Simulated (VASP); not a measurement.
Write the native input for VASP 6.6.1 that does the following.

- Task: single point
- Functional: PBEsol
- Potentials or basis: VASP PAW PBE potentials, release 64 (Be)
- Cutoff: 520 eV
- k mesh: 24 × 24 × 24
- Occupations: fermi-dirac, width 0.05 eV
- Spin: no spin polarisation
- Dipole correction: no
- Further INCAR settings: ALGO = Normal; EDIFF = 1e-06; NBANDS = 7

The structure of Be lies in POSCAR:

```
Be
1.0
    1.5981914777      0.0000000000      0.0000000000
    0.0000000000      1.5981914777      0.0000000000
    0.0000000000      0.0000000000      1.5981914777
Be
1
Direct
    0.0000000000      0.0000000000      0.0000000000
```

This isn't the form of Be at room conditions, which is hcp.

One way to write it, as run:

INCAR

```
SYSTEM = Be
ALGO     = Normal         ! electronic algorithm
EDIFF    = 1E-6           ! SCF threshold, eV
ENCUT    = 520            ! plane-wave cutoff, eV
GGA      = PS             ! functional
ISIF     = 2              ! what is computed and relaxed
ISMEAR   = -1             ! smearing method
LASPH    = .True.         ! aspherical terms in the spheres
LCHARG   = .False.        ! write CHGCAR
LREAL    = .False.        ! projectors in reciprocal space
LWAVE    = .False.        ! write WAVECAR
NBANDS   = 7              ! bands
NELM     = 60             ! most SCF steps
PREC     = Accurate       ! precision mode
SIGMA    = 0.05           ! smearing width, eV
```

KPOINTS

```
k-points
0
Gamma
  24 24 24
  0 0 0
```

Potentials or basis: VASP PAW PBE potentials, release 64 (Be).

Launch:

```sh
$ cat potpaw_PBE.64/Be/POTCAR > POTCAR
$ mpirun -np 1 vasp_std > vasp.out
```

It gave:

```yaml
Pressure: 292.7 GPa
Band_gap_on_the_k_mesh: zero (bands 1 and 2 overlap by 9.95 eV)
```

Caveat: the cell stands under pressure; the PAW data sets were made with another functional, which shifts forces and pressure a little.

Wall time 5.7 s on 1 thread of Intel(R) Xeon(R) Platinum 8559C (Emerald Rapids) (shared host), peak memory 0.11 GiB.
